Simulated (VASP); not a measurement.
# KBr (I-4m2) in VASP: single point with HSE06

Aim: the single point of KBr with HSE06.

Program: VASP 6.6.1. These are calculated values, not measurements. Logs are shortened: lines on timing, memory, paths and dates and some standing lists are left out, and cuts for length are marked.

### Step 1. The cell of the first run

The structure is tetragonal, space group I-4m2 (No. 119). Conventional cell: a = 4.962 Å, b = 4.962 Å, c = 7.967 Å, α = 90.00°, β = 90.00°, γ = 90.00°. K (site symmetry -4m2) has 4 Br at 3.18 Å within 4.2 Å. Br (site symmetry -4m2) has 4 K at 3.18 Å within 4.2 Å.

### Step 2. Single point, HSE06 (epitaxial xy strain -4.9%)

POSCAR reads:

```
KBr
1.0
    0.0000000000      3.5086791066      3.9834417731
    3.5086791066      0.0000000000      3.9834417731
    3.5086791066      3.5086791066      0.0000000000
K Br
1 1
Direct
    0.0000000000      0.0000000000      0.0000000000
    0.2500000000      0.2500000000      0.2500000000
```

INCAR.step1 reads:

```
  PREC = Accurate
  ENCUT = 520
  EDIFF = 1E-5
  ISMEAR = 0
  SIGMA = 0.01
  LREAL = F
  LASPH = T
  NELM = 60
  ALGO = Normal
  ISIF = 2
  LWAVE = T
  LCHARG = F
  GGA = PE
  NBANDS = 15
```

INCAR.step2 reads:

```
  PREC = Accurate
  ENCUT = 520
  EDIFF = 1E-6
  ISMEAR = 0
  SIGMA = 0.01
  LREAL = F
  LASPH = T
  NELM = 60
  ALGO = Normal
  ISIF = 2
  LWAVE = F
  LCHARG = F
  GGA = PE
  LHFCALC = T
  HFSCREEN = 0.2079
  PRECFOCK = Normal
  ISTART = 1
  NBANDS = 15
```

KPOINTS reads:

```
regular mesh
0
Gamma
  4 4 4
```

Potentials or basis: VASP PAW PBE potentials, release 64 (K_sv, Br).

The run is started by

```console
cat potpaw_PBE.64/K_sv/POTCAR potpaw_PBE.64/Br/POTCAR > POTCAR
cp INCAR.step1 INCAR
mpirun -np 1 vasp_std > vasp.out
cp INCAR.step2 INCAR
mpirun -np 1 vasp_std > vasp.out
```

OUTCAR:

```text
PREC = Accurate
   ENCUT = 520
   EDIFF = 1E-6
   ISMEAR = 0
   LREAL = F
   LASPH = T
   NELM = 60
   ISIF = 2
   GGA = PE
   LHFCALC = T
   HFSCREEN = 0.2079
   PRECFOCK = Normal
   ISTART = 1

 ion  position               nearest neighbor table
   1  0.000  0.000  0.000-   2 3.18   2 3.18   2 3.18   2 3.18
   2  0.250  0.250  0.250-   1 3.18   1 3.18   1 3.18   1 3.18

  LATTYP: Found a body centered tetragonal cell.
 ALAT       =     4.9620215786
 C/A-ratio  =     1.6055721282

  Lattice vectors:

 A1 = (  -3.5086791066,   0.0000000000,   3.9834417731)
 A2 = (   3.5086791066,   0.0000000000,   3.9834417731)
 A3 = (   0.0000000000,   3.5086791066,  -3.9834417731)

Analysis of symmetry for initial positions (statically):
=====================================================================
 Subroutine PRICEL returns:
 Original cell was already a primitive cell.

 Routine SETGRP: Setting up the symmetry group for a
 body centered tetragonal supercell.

 Subroutine GETGRP returns: Found  8 space group operations
 (whereof  8 operations were pure point group operations)
 out of a pool of 16 trial point group operations.

The static configuration has the point symmetry D_2d.

Analysis of symmetry for dynamics (positions and initial velocities):
=====================================================================
 Subroutine PRICEL returns:
 Original cell was already a primitive cell.

 Routine SETGRP: Setting up the symmetry group for a
 body centered tetragonal supercell.

 Subroutine GETGRP returns: Found  8 space group operations
 (whereof  8 operations were pure point group operations)
 out of a pool of 16 trial point group operations.

The dynamic configuration has the point symmetry D_2d.

 Subroutine INISYM returns: Found  8 space group operations
 (whereof  8 operations are pure point group operations),
 and found     1 'primitive' translations

----------------------------------------------------------------------------------------

                                     Primitive cell

  volume of cell :      98.0789

  direct lattice vectors                    reciprocal lattice vectors
     0.000000000  3.508679107  3.983441773    -0.142503770  0.142503770  0.125519595
     3.508679107  0.000000000  3.983441773     0.142503770 -0.142503770  0.125519595
     3.508679107  3.508679107  0.000000000     0.142503770  0.142503770 -0.125519595

  length of vectors
     5.308355436  5.308355436  4.962021579     0.237423288  0.237423288  0.237423288

  position of ions in fractional coordinates (direct lattice)
     0.000000000  0.000000000  0.000000000
     0.250000000  0.250000000  0.250000000

  ion indices of the primitive-cell ions
   primitive index   ion index
                 1           1
                 2           2

----------------------------------------------------------------------------------------

 KPOINTS: regular mesh

Automatic generation of k-mesh.
 Grid dimensions read from file:
 generate k-points for:    4    4    4

 Generating k-lattice:

  Cartesian coordinates                     Fractional coordinates (reciprocal lattice)
    -0.035625942  0.035625942  0.031379899     0.250000000  0.000000000  0.000000000
     0.035625942 -0.035625942  0.031379899     0.000000000  0.250000000  0.000000000
     0.035625942  0.035625942 -0.031379899     0.000000000  0.000000000  0.250000000

  Length of vectors
     0.059355822  0.059355822  0.059355822

  Shift w.r.t. Gamma in fractional coordinates (k-lattice)
     0.000000000  0.000000000  0.000000000

 Subroutine IBZKPT returns following result:
 ===========================================

 Found     13 irreducible k-points:

 Following reciprocal coordinates:
            Coordinates               Weight
  0.000000  0.000000  0.000000      1.000000
  0.250000 -0.000000  0.000000      8.000000
  0.500000 -0.000000  0.000000      4.000000
  0.250000  0.250000  0.000000      2.000000
  0.500000  0.250000  0.000000      8.000000
 -0.250000  0.250000  0.000000      4.000000
  0.500000  0.500000  0.000000      1.000000
  0.250000  0.000000  0.250000      4.000000
  0.500000 -0.000000  0.250000     16.000000
 -0.250000  0.000000  0.250000      8.000000
 -0.250000  0.500000  0.250000      4.000000
  0.500000  0.000000  0.500000      2.000000
 -0.250000  0.250000  0.500000      2.000000
   k-points           NKPTS =     13   k-points in BZ     NKDIM =     64   number of bands    NBANDS=     15
   number of dos      NEDOS =    301   number of ions     NIONS =      2
   total plane-waves  NPLWV =  64000
   dimension x,y,z NGX =    40 NGY =   40 NGZ =   40
   dimension x,y,z NGXF=    80 NGYF=   80 NGZF=   80
   ions per type =               1   1
   NGX,Y,Z   is equivalent  to a cutoff of  12.53, 12.53, 13.40 a.u.
   NGXF,Y,Z  is equivalent  to a cutoff of  25.05, 25.05, 26.80 a.u.
 SYSTEM =  unknown system
   PREC   = accura    normal or accurate (medium, high low for compatibility)
   ISTART =      1    job   : 0-new  1-cont  2-samecut
   ICHARG =      0    charge: 1-file 2-atom 10-const
   ISPIN  =      1    spin polarized calculation?
   LNONCOLLINEAR =      F non collinear calculations
   LSORBIT =      F    spin-orbit coupling
   LASPH  =      T    aspherical Exc in radial PAW
   ENCUT  =  520.0 eV  38.22 Ry    6.18 a.u.   9.87  9.87  9.23*2*pi/ulx,y,z
   NELM   =     60;   NELMIN=  2; NELMDL=  0     # of ELM steps
   EDIFF  = 0.1E-05   stopping-criterion for ELM
   LREAL  =      F    real-space projection
   EDIFFG = 0.1E-04   stopping-criterion for IOM
   NSW    =      0    number of steps for IOM
   IBRION =     -1    ionic relax: 0-MD 1-quasi-New 2-CG
   NFREE  =      0    steps in history (QN), initial steepest desc. (CG)
   ISIF   =      2    stress and relaxation
   ISYM   =      3    0-nonsym 1-usesym 2-fastsym
   POTIM  = 0.5000    time-step for ionic-motion
   TEBEG  =    0.0;   TEEND  =   0.0 temperature during run
   PSTRESS=    0.0 pullay stress
   NELECT =      16.0000    total number of electrons
   NUPDOWN=      -1.0000    fix difference up-down
   EMIN   =  10.00;   EMAX   =-10.00  energy-range for DOS
   EFERMI =   0.00;   METHOD = LEGACY
   ISMEAR =     0;   SIGMA  =   0.01  broadening in eV -4-tet -1-fermi 0-gaus
   EFERMI_NEDOS =   21; number of points for ismear=-14 and -15
   IALGO  =     38    algorithm
   IMIX   =      1    mixing-type and parameters
     AMIX     =   0.40;   BMIX     =  1.00
     AMIX_MAG =   1.60;   BMIX_MAG =  1.00
  volume/ion in A,a.u.               =      49.04       330.93
  Fermi-wavevector in a.u.,A,eV,Ry     =   0.894519  1.690396 10.886895  0.800164
  Thomas-Fermi vector in A             =   2.016734
   LORBIT       =      0    0 simple, 1 ext, 2 COOP (PROOUT), +10 PAW based schemes
   GGA     = PE    functional components
   LHFCALC =     T    Hartree Fock is set to
   PRECFOCK=normal    Normal, Fast or Accurate (Low or Medium for compatibility)
   ENCUT4O =  -1.0   cutoff for four orbital integrals eV
   NKREDX  =     1    reduce k-point grid by
   NKREDY  =     1    reduce k-point grid by
   NKREDZ  =     1    reduce k-point grid by
   AEXX    =    0.2500 exact exchange contribution
   HFSCREEN=    0.2079 screening length (either q_TF or 0.3 A-1)
   HFSCREENC=   0.2079 screening length for correlation (either q_TF or 0.3 A-1)
   ENCUTFOCK=  -1.0 apply spherical cutoff to Coloumb kernel
   IVDW    =     0    specifies the selected vdW correction
   LEPSILON=     F    determine dielectric tensor
   LRPA    =     F    only Hartree local field effects (RPA)
 non-spin polarized calculation
 Gauss-broadening in eV      SIGMA  =   0.01
  energy-cutoff  :      520.00
  volume of cell :       98.08
 maximum number of plane-waves:      2660
  NGX = 30; NGY = 30; NGZ = 28

 number of electron      15.9999999 magnetization

 Free energy of the ion-electron system (eV)
  ---------------------------------------------------
  ext. energy  EPLUGINS =         0.00000000
  ---------------------------------------------------
  free energy    TOTEN  =        -6.96500405 eV

  energy without entropy =       -6.96500405  energy(sigma->0) =       -6.96500405

 E-fermi :  -3.7250     XC(G=0):  -5.0914

 val. band max:       -3.8546541952   @ k =  -0.2500   0.2500   0.0000
 cond. band min:       1.4735341579   @ k =   0.0000   0.0000   0.0000
 fundamental gap:      5.3281883531
 Fermi energy:        -3.7250290825

 k-point     1 :       0.0000    0.0000    0.0000
  band No.  band energies     occupation
      1     -33.8758      2.00000
      2     -16.8181      2.00000
      3     -16.0247      2.00000
      4     -16.0247      2.00000
      5     -16.0107      2.00000
      6      -3.9945      2.00000
      7      -3.9069      2.00000
      8      -3.9069      2.00000
      9       1.4735      0.00000
     10       5.6496      0.00000
     11       6.6553      0.00000
     12       6.7260      0.00000
     13       7.2710      0.00000
     14       7.2710      0.00000
     15       7.4247      0.00000

 k-point     2 :       0.2500   -0.0000    0.0000
  band No.  band energies     occupation
      1     -33.8749      2.00000
      2     -16.9230      2.00000
      3     -16.0271      2.00000
      4     -16.0227      2.00000
      5     -15.8971      2.00000
      6      -4.1741      2.00000
      7      -3.9815      2.00000
      8      -3.8808      2.00000
      9       2.3898      0.00000
     10       5.3590      0.00000
     11       5.9977      0.00000
     12       6.0152      0.00000
     13       7.0693      0.00000
     14       7.6280      0.00000
     15       7.6904      0.00000
[... 167 lines left out ...]
      3     -16.0531      2.00000
      4     -16.0239      2.00000
      5     -15.7544      2.00000
      6      -4.3702      2.00000
      7      -4.0038      2.00000
      8      -3.9940      2.00000
      9       3.3445      0.00000
     10       4.4181      0.00000
     11       6.7196      0.00000
     12       6.7426      0.00000
     13       7.2485      0.00000
     14       7.3422      0.00000
     15       7.7063      0.00000

 k-point    13 :      -0.2500    0.2500    0.5000
  band No.  band energies     occupation
      1     -33.8731      2.00000
      2     -17.0313      2.00000
      3     -16.0573      2.00000
      4     -16.0240      2.00000
      5     -15.7511      2.00000
      6      -4.2320      2.00000
      7      -4.1427      2.00000
      8      -4.0052      2.00000
      9       3.5101      0.00000
     10       4.4893      0.00000
     11       5.9157      0.00000
     12       6.5781      0.00000
     13       7.2175      0.00000
     14       7.6319      0.00000
     15       8.1076      0.00000

------------------------ aborting loop because EDIFF is reached ----------------------------------------

  FORCE on cell =-STRESS in cart. coord.  units (eV):
  Direction    XX          YY          ZZ          XY          YZ          ZX
  --------------------------------------------------------------------------------------
  -------------------------------------------------------------------------------------
  Total        0.2173821      0.2173821      0.1078822      0.0000000      0.0000000      0.0000000
  in kB        3.5510645      3.5510645      1.7623201      0.0000000      0.0000000      0.0000000
  external PRESSURE =       2.9548164 kB  Pullay stress =       0.0000000 kB

 VOLUME and BASIS-vectors are now :
 -----------------------------------------------------------------------------
  energy-cutoff  :      520.00
  volume of cell :       98.08
      direct lattice vectors                 reciprocal lattice vectors
     0.000000000  3.508679107  3.983441773    -0.142503770  0.142503770  0.125519595
     3.508679107  0.000000000  3.983441773     0.142503770 -0.142503770  0.125519595
     3.508679107  3.508679107  0.000000000     0.142503770  0.142503770 -0.125519595

 POSITION                                       TOTAL-FORCE (eV/Angst)
 -----------------------------------------------------------------------------------
      0.00000      0.00000      0.00000        -0.000000     -0.000000     -0.000000
      1.75434      1.75434      1.99172         0.000000      0.000000      0.000000
 -----------------------------------------------------------------------------------
    total drift:                               -0.000000     -0.000000     -0.000000

  FREE ENERGIE OF THE ION-ELECTRON SYSTEM (eV)
  ---------------------------------------------------
  free  energy   TOTEN  =        -6.9650040486 eV

  energy  without entropy=       -6.9650040486  energy(sigma->0) =       -6.96500405
```

Wall time 22 min (1 thread of Oxide Virtual Turin-like, shared host); peak memory 0.32 GiB.

Results:

```yaml
Free_energy: -6.9650 eV
Pressure: 0.3 GPa
Band_gap_on_the_k_mesh: 5.33 eV (least direct gap 5.38 eV)
```

Stress tensor (GPa, compression positive):
```
0.36 0.00 0.00
0.00 0.36 0.00
0.00 0.00 0.18
```

Caveat: the cell differs from its parent crystal (epitaxial xy strain -4.9%); the PAW data sets were made with another functional, which shifts forces and pressure a little.
